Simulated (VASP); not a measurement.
# Pd (Fm-3m) in VASP: notebook

Pd is run at these levels: LDA; tasks: single point.

Program: VASP 6.6.1. These are calculated values, not measurements. Logs are shortened: lines on timing, memory, paths and dates and some standing lists are left out, and cuts for length are marked.

## Step 1: The cell of the first run

Symmetry: Fm-3m, No. 225, cubic system. Conventional cell: a = 3.842 Å, b = 3.842 Å, c = 3.842 Å, α = 90.00°, β = 90.00°, γ = 90.00°. Pd (site symmetry m-3m) has 12 Pd at 2.72 Å within 3.6 Å.

## Step 2: Single point, LDA

INCAR

```
SYSTEM = Pd
  ALGO = Normal
  EDIFF = 1E-6
  ENCUT = 520
  GGA = CA
  ISIF = 2
  ISMEAR = -1
  LASPH = .True.
  LCHARG = .False.
  LREAL = .False.
  LWAVE = .False.
  NBANDS = 11
  NELM = 100
  PREC = Accurate
  SIGMA = 0.03
```

KPOINTS

```
k-points
0
Gamma
  14 14 14
  0 0 0
```

POSCAR

```
Pd
1.0
    0.0000000000      1.9211411165      1.9211411165
    1.9211411165      0.0000000000      1.9211411165
    1.9211411165      1.9211411165      0.0000000000
Pd
1
Direct
    0.0000000000      0.0000000000      0.0000000000
```

Potentials or basis: VASP PAW LDA potentials, release 64 (Pd).

Started as:

```sh
$ cat potpaw_LDA.64/Pd/POTCAR > POTCAR
$ mpirun -np 1 vasp_std > vasp.out
```

OUTCAR:

```text
SYSTEM = Pd
   EDIFF = 1E-6
   ENCUT = 520
   GGA = CA
   ISIF = 2
   ISMEAR = -1
   LASPH = .True.
   LREAL = .False.
   NELM = 100
   PREC = Accurate

 ion  position               nearest neighbor table
   1  0.000  0.000  0.000-

  LATTYP: Found a face centered cubic cell.
 ALAT       =     3.8422822330

  Lattice vectors:

 A1 = (   0.0000000000,   1.9211411165,   1.9211411165)
 A2 = (   1.9211411165,   0.0000000000,   1.9211411165)
 A3 = (   1.9211411165,   1.9211411165,   0.0000000000)

Analysis of symmetry for initial positions (statically):
[... 33 lines left out ...]
                                     Primitive cell

  volume of cell :      14.1810

  direct lattice vectors                    reciprocal lattice vectors
     0.000000000  1.921141117  1.921141117    -0.260261985  0.260261985  0.260261985
     1.921141117  0.000000000  1.921141117     0.260261985 -0.260261985  0.260261985
     1.921141117  1.921141117  0.000000000     0.260261985  0.260261985 -0.260261985

  length of vectors
     2.716903822  2.716903822  2.716903822     0.450786981  0.450786981  0.450786981

  position of ions in fractional coordinates (direct lattice)
     0.000000000  0.000000000  0.000000000

  ion indices of the primitive-cell ions
   primitive index   ion index
                 1           1

----------------------------------------------------------------------------------------

 KPOINTS: k-points

Automatic generation of k-mesh.
 Grid dimensions read from file:
 generate k-points for:   14   14   14

 Generating k-lattice:

  Cartesian coordinates                     Fractional coordinates (reciprocal lattice)
    -0.018590142  0.018590142  0.018590142     0.071428571  0.000000000  0.000000000
     0.018590142 -0.018590142  0.018590142     0.000000000  0.071428571  0.000000000
     0.018590142  0.018590142 -0.018590142     0.000000000  0.000000000  0.071428571

  Length of vectors
     0.032199070  0.032199070  0.032199070

  Shift w.r.t. Gamma in fractional coordinates (k-lattice)
     0.000000000  0.000000000  0.000000000

 Subroutine IBZKPT returns following result:
 ===========================================

 Found    104 irreducible k-points:

 Following reciprocal coordinates:
            Coordinates               Weight
  0.000000  0.000000  0.000000      1.000000
  0.071429  0.000000  0.000000      8.000000
  0.142857  0.000000  0.000000      8.000000
  0.214286  0.000000  0.000000      8.000000
  0.285714  0.000000  0.000000      8.000000
  0.357143  0.000000  0.000000      8.000000
[... 16 lines left out ...]
  0.214286  0.142857  0.000000     24.000000
  0.285714  0.142857  0.000000     24.000000
 [... further k-points ...]
   k-points           NKPTS =    104   k-points in BZ     NKDIM =    104   number of bands    NBANDS=     11
   number of dos      NEDOS =    301   number of ions     NIONS =      1
   total plane-waves  NPLWV =   8000
   dimension x,y,z NGX =    20 NGY =   20 NGZ =   20
   dimension x,y,z NGXF=    40 NGYF=   40 NGZF=   40
   ions per type =               1
   NGX,Y,Z   is equivalent  to a cutoff of  12.24, 12.24, 12.24 a.u.
   NGXF,Y,Z  is equivalent  to a cutoff of  24.48, 24.48, 24.48 a.u.
 SYSTEM =  Pd
   PREC   = accura    normal or accurate (medium, high low for compatibility)
   ISTART =      0    job   : 0-new  1-cont  2-samecut
   ICHARG =      2    charge: 1-file 2-atom 10-const
   ISPIN  =      1    spin polarized calculation?
   LNONCOLLINEAR =      F non collinear calculations
   LSORBIT =      F    spin-orbit coupling
   LASPH  =      T    aspherical Exc in radial PAW
   ENCUT  =  520.0 eV  38.22 Ry    6.18 a.u.   5.05  5.05  5.05*2*pi/ulx,y,z
   NELM   =    100;   NELMIN=  2; NELMDL= -5     # of ELM steps
   EDIFF  = 0.1E-05   stopping-criterion for ELM
   LREAL  =      F    real-space projection
   EDIFFG = 0.1E-04   stopping-criterion for IOM
   NSW    =      0    number of steps for IOM
   IBRION =     -1    ionic relax: 0-MD 1-quasi-New 2-CG
   NFREE  =      0    steps in history (QN), initial steepest desc. (CG)
   ISIF   =      2    stress and relaxation
   ISYM   =      2    0-nonsym 1-usesym 2-fastsym
   POTIM  = 0.5000    time-step for ionic-motion
   TEBEG  =    0.0;   TEEND  =   0.0 temperature during run
   PSTRESS=    0.0 pullay stress
   NELECT =      10.0000    total number of electrons
   NUPDOWN=      -1.0000    fix difference up-down
   EMIN   =  10.00;   EMAX   =-10.00  energy-range for DOS
   EFERMI =   0.00;   METHOD = LEGACY
   ISMEAR =    -1;   SIGMA  =   0.03  broadening in eV -4-tet -1-fermi 0-gaus
   EFERMI_NEDOS =   21; number of points for ismear=-14 and -15
   IALGO  =     38    algorithm
   IMIX   =      4    mixing-type and parameters
     AMIX     =   0.40;   BMIX     =  1.00
     AMIX_MAG =   1.60;   BMIX_MAG =  1.00
  volume/ion in A,a.u.               =      14.18        95.70
  Fermi-wavevector in a.u.,A,eV,Ry     =   1.457154  2.753622 28.889235  2.123299
  Thomas-Fermi vector in A             =   2.573989
   LORBIT       =      0    0 simple, 1 ext, 2 COOP (PROOUT), +10 PAW based schemes
   GGA     = CA    functional components
   LHFCALC =     F    Hartree Fock is set to
   AEXX    =    0.0000 exact exchange contribution
   IVDW    =     0    specifies the selected vdW correction
   LEPSILON=     F    determine dielectric tensor
   LRPA    =     F    only Hartree local field effects (RPA)
 non-spin polarized calculation
  energy-cutoff  :      520.00
  volume of cell :       14.18
 maximum number of plane-waves:       392
   NGX = 11   NGY = 11   NGZ = 11

 number of electron      10.0000005 magnetization

 Free energy of the ion-electron system (eV)
  ---------------------------------------------------
  ext. energy  EPLUGINS =         0.00000000
  ---------------------------------------------------
  free energy    TOTEN  =        -6.48682166 eV

  energy without entropy =       -6.47773028  energy(sigma->0) =       -6.48227597

 E-fermi :  10.2745     XC(G=0): -13.7595

 val. band max:       10.2742219886   @ k =   0.3571   0.2857   0.0000
 cond. band min:      10.2825723036   @ k =   0.4286   0.2143   0.0000
 fundamental gap:      0.0083503150
 Fermi energy:        10.2745237623

 k-point     1 :       0.0000    0.0000    0.0000
  band No.  band energies     occupation
      1       2.7344      2.00000
      2       7.2208      2.00000
      3       7.2208      2.00000
      4       7.2208      2.00000
      5       8.9770      2.00000
      6       8.9770      2.00000
      7      27.4193      0.00000
      8      32.3676      0.00000
      9      32.3676      0.00000
     10      32.3676      0.00000
     11      35.8971      0.00000

 k-point     2 :       0.0714    0.0000    0.0000
  band No.  band energies     occupation
      1       2.9260      2.00000
      2       7.1505      2.00000
      3       7.2888      2.00000
      4       7.2888      2.00000
      5       8.9439      2.00000
      6       8.9439      2.00000
      7      27.6381      0.00000
      8      31.2237      0.00000
      9      32.6034      0.00000
     10      32.6034      0.00000
     11      35.9237      0.00000

 k-point     3 :       0.1429    0.0000    0.0000
  band No.  band energies     occupation
      1       3.4612      2.00000
      2       7.0017      2.00000
      3       7.4469      2.00000
      4       7.4469      2.00000
      5       8.8966      2.00000
      6       8.8966      2.00000
      7      27.9892      0.00000
      8      29.2063      0.00000
      9      33.2525      0.00000
     10      33.2525      0.00000
     11      35.9318      0.00000

 k-point     4 :       0.2143    0.0000    0.0000
  band No.  band energies     occupation
      1       4.1689      2.00000
      2       6.9936      2.00000
      3       7.5505      2.00000
      4       7.5505      2.00000
      5       8.9886      2.00000
      6       8.9886      2.00000
      7      26.3369      0.00000
      8      28.7174      0.00000
      9      34.0797      0.00000
     10      34.0797      0.00000
     11      35.9503      0.00000

 k-point     5 :       0.2857    0.0000    0.0000
  band No.  band energies     occupation
      1       4.6473      2.00000
      2       7.4894      2.00000
      3       7.4894      2.00000
      4       7.5594      2.00000
      5       9.3202      2.00000
      6       9.3202      2.00000
      7      23.7689      0.00000
      8      28.2886      0.00000
      9      34.1776      0.00000
     10      34.1776      0.00000
     11      35.9861      0.00000

 k-point     6 :       0.3571    0.0000    0.0000
  band No.  band energies     occupation
      1       4.7154      2.00000
      2       7.3452      2.00000
      3       7.3452      2.00000
      4       8.8429      2.00000
      5       9.7626      2.00000
      6       9.7626      2.00000
      7      21.1551      0.00000
      8      27.5578      0.00000
      9      32.9993      0.00000
     10      32.9993      0.00000
     11      35.9102      0.00000

 k-point     7 :       0.4286    0.0000    0.0000
  band No.  band energies     occupation
      1       4.6434      2.00000
      2       7.2240      2.00000
      3       7.2240      2.00000
      4      10.1252      1.98631
      5      10.1252      1.98631
      6      10.3483      0.15749
      7      18.8926      0.00000
      8      27.0024      0.00000
      9      31.9631      0.00000
     10      31.9631      0.00000
     11      35.9183      0.00000

 k-point     8 :       0.5000    0.0000    0.0000
  band No.  band energies     occupation
      1       4.6051      2.00000
      2       7.1785      2.00000
      3       7.1785      2.00000
      4      10.2646      1.16349
      5      10.2646      1.16349
      6      11.1375      0.00000
      7      17.8534      0.00000
      8      26.8049      0.00000
      9      31.5821      0.00000
     10      31.5821      0.00000
     11      35.9205      0.00000
[... 141 lines left out ...]
 k-point    19 :      -0.2143    0.0714    0.0000
  band No.  band energies     occupation
      1       4.5364      2.00000
      2       6.8965      2.00000
      3       7.5781      2.00000
      4       7.6531      2.00000
      5       8.7519      2.00000
      6       9.4983      2.00000
      7      25.6132      0.00000
      8      28.5779      0.00000
      9      32.5090      0.00000
     10      34.7057      0.00000
     11      35.8132      0.00000

 k-point    20 :      -0.1429    0.0714    0.0000
  band No.  band energies     occupation
      1       3.8500      2.00000
      2       6.8460      2.00000
      3       7.5716      2.00000
      4       7.5741      2.00000
      5       8.6529      2.00000
      6       9.1520      2.00000
      7      27.8774      0.00000
      8      28.7230      0.00000
      9      32.2562      0.00000
     10      34.4954      0.00000
     11      35.8087      0.00000

 k-point    21 :      -0.0714    0.0714    0.0000
  band No.  band energies     occupation
      1       3.2346      2.00000
      2       7.0177      2.00000
      3       7.3840      2.00000
      4       7.4296      2.00000
      5       8.7891      2.00000
      6       9.0179      2.00000
      7      27.9478      0.00000
      8      30.1935      0.00000
      9      32.1503      0.00000
     10      33.3709      0.00000
     11      35.9319      0.00000

 k-point    22 :       0.1429    0.1429    0.0000
  band No.  band energies     occupation
      1       3.7060      2.00000
      2       6.6843      2.00000
      3       7.6930      2.00000
      4       7.6930      2.00000
      5       8.4510      2.00000
      6       9.1990      2.00000
      7      28.5533      0.00000
      8      30.3200      0.00000
      9      31.5281      0.00000
     10      31.5281      0.00000
     11      35.9062      0.00000

 k-point    23 :       0.2143    0.1429    0.0000
  band No.  band energies     occupation
      1       4.2708      2.00000
      2       6.4590      2.00000
      3       7.8015      2.00000
      4       7.9118      2.00000
      5       8.4632      2.00000
      6       9.3286      2.00000
      7      28.3579      0.00000
      8      29.2388      0.00000
      9      30.9621      0.00000
     10      31.8376      0.00000
     11      35.8402      0.00000

 k-point    24 :       0.2857    0.1429    0.0000
  band No.  band energies     occupation
      1       4.8966      2.00000
      2       6.3986      2.00000
      3       7.5502      2.00000
      4       7.9998      2.00000
      5       9.1064      2.00000
      6       9.5856      2.00000
      7      25.9272      0.00000
      8      29.0809      0.00000
      9      30.4369      0.00000
     10      32.2606      0.00000
     11      35.8252      0.00000

 [... further k-points ...]
[... 5 lines left out ...]
  --------------------------------------------------------------------------------------
  -------------------------------------------------------------------------------------
  Total       -0.0099318     -0.0099318     -0.0099318      0.0000000      0.0000000     -0.0000000
  in kB       -1.1220991     -1.1220991     -1.1220991      0.0000000      0.0000000     -0.0000000
  external PRESSURE =      -1.1220991 kB  Pullay stress =       0.0000000 kB

 VOLUME and BASIS-vectors are now :
 -----------------------------------------------------------------------------
  energy-cutoff  :      520.00
  volume of cell :       14.18
      direct lattice vectors                 reciprocal lattice vectors
     0.000000000  1.921141117  1.921141117    -0.260261985  0.260261985  0.260261985
     1.921141117  0.000000000  1.921141117     0.260261985 -0.260261985  0.260261985
     1.921141117  1.921141117  0.000000000     0.260261985  0.260261985 -0.260261985

 POSITION                                       TOTAL-FORCE (eV/Angst)
 -----------------------------------------------------------------------------------
      0.00000      0.00000      0.00000        -0.000000      0.000000      0.000000
 -----------------------------------------------------------------------------------
    total drift:                                0.000000     -0.000000     -0.000000

  FREE ENERGIE OF THE ION-ELECTRON SYSTEM (eV)
  ---------------------------------------------------
  free  energy   TOTEN  =        -6.4868216596 eV

  energy  without entropy=       -6.4777302803  energy(sigma->0) =       -6.48227597
```

It took 13 s on 1 thread of Intel Xeon Platinum 8259CL at 2.50GHz (Skylake/Cascade Lake), shared host; peak memory 0.13 GiB.

Results:

```
Free energy            : -6.4868 eV
Pressure               : -0.1 GPa
Band gap on the k mesh : zero (band 5 reaches 10.60 eV, above the bottom of band 6 at 8.90 eV)
```

## Step 3: Single point, LDA

INCAR

```
SYSTEM = Pd
ALGO = Normal
EDIFF = 1E-7
ENCUT = 520
GGA = CA
ISIF = 2
ISMEAR = -1
LASPH = .True.
LCHARG = .False.
LREAL = .False.
LWAVE = .False.
NBANDS = 11
NELM = 60
PREC = Accurate
SIGMA = 0.2
```

KPOINTS is that of step 2.

POSCAR is that of step 2.

Potentials or basis: VASP PAW LDA potentials, release 64 (Pd).

Started as:

```sh
$ cat potpaw_LDA.64/Pd/POTCAR > POTCAR
$ mpirun -np 1 vasp_std > vasp.out
```

It took 12 s on 1 thread of Intel Xeon Platinum 8259CL at 2.50GHz (Skylake/Cascade Lake), shared host; peak memory 0.13 GiB.

It converged, with:

| Item | Value |
| --- | --- |
| Free energy | -6.6050 eV |
| Pressure | 0.9 GPa |
| Band gap on the k mesh | zero (band 5 reaches 10.60 eV, above the bottom of band 6 at 8.89 eV) |

Levels at points of the mesh, in eV from the Fermi level:
```csv
k point,band 3,band 4,band 5,band 6,band 7,band 8
"(0.00, 0.00, 0.00)",-3.14,-3.14,-1.39,-1.39,17.06,22.00
"(0.50, 0.00, 0.00)",-3.19,-0.10,-0.10,0.77,7.49,16.44
"(0.50, 0.50, 0.00)",-0.12,0.24,0.24,3.17,11.05,13.20
```

## Step 4: Single point, LDA

INCAR

```
SYSTEM = Pd
  PREC = Accurate
  ENCUT = 520
  EDIFF = 1E-6
  ISMEAR = -1
  SIGMA = 0.3
  LREAL = .False.
  LASPH = .True.
  NELM = 60
  ALGO = Normal
  ISIF = 2
  LWAVE = .False.
  LCHARG = .True.
  LELF = .True.
  LVHAR = .True.
  NBANDS = 11
```

KPOINTS

```
regular mesh
0
Gamma
  14 14 14
  0 0 0
```

POSCAR is that of step 3.

Started as:

```sh
$ cat potpaw_LDA.64/Pd/POTCAR > POTCAR
$ mpirun -np 1 vasp_std > vasp.out
```

Run time: 7.1 s. Hardware: 1 thread of Intel Xeon Platinum 8488C (Sapphire Rapids), shared host; peak memory 0.13 GiB.

The run converged. Its results:

```
Free energy            : -6.7097 eV
Pressure               : 1.8 GPa
Band gap on the k mesh : zero (band 5 reaches 10.60 eV, above the bottom of band 6 at 8.89 eV)
```

Levels at points of the mesh, in eV from the Fermi level:
```
           k point  band 2  band 3  band 4  band 5  band 6  band 7  band 8  band 9
(0.00, 0.00, 0.00)   -3.23   -3.23   -3.23   -1.48   -1.48   16.98   21.91   21.91
(0.50, 0.00, 0.00)   -3.28   -3.28   -0.19   -0.19    0.69    7.41   16.36   21.13
(0.50, 0.50, 0.00)   -5.65   -0.21    0.15    0.15    3.08   10.96   13.11   13.11
```

## Step 5: Summary

| smearing | gap on the mesh (eV) | pressure (GPa) |
| --- | --- | --- |
| fermi-dirac 0.03 eV | none | -0.1 |
| fermi-dirac 0.2 eV | none | 0.9 |
| fermi-dirac 0.3 eV | none | 1.8 |

Alike in all rows: task single point; level LDA; potentials or basis VASP PAW LDA potentials, release 64 (Pd); no spin polarisation; cell as given; k mesh 14 × 14 × 14; cutoff (eV) 520.

Every run on the cell as given and a fine mesh finds a metal.

Absolute energies hang on the potentials; compare differences alone.
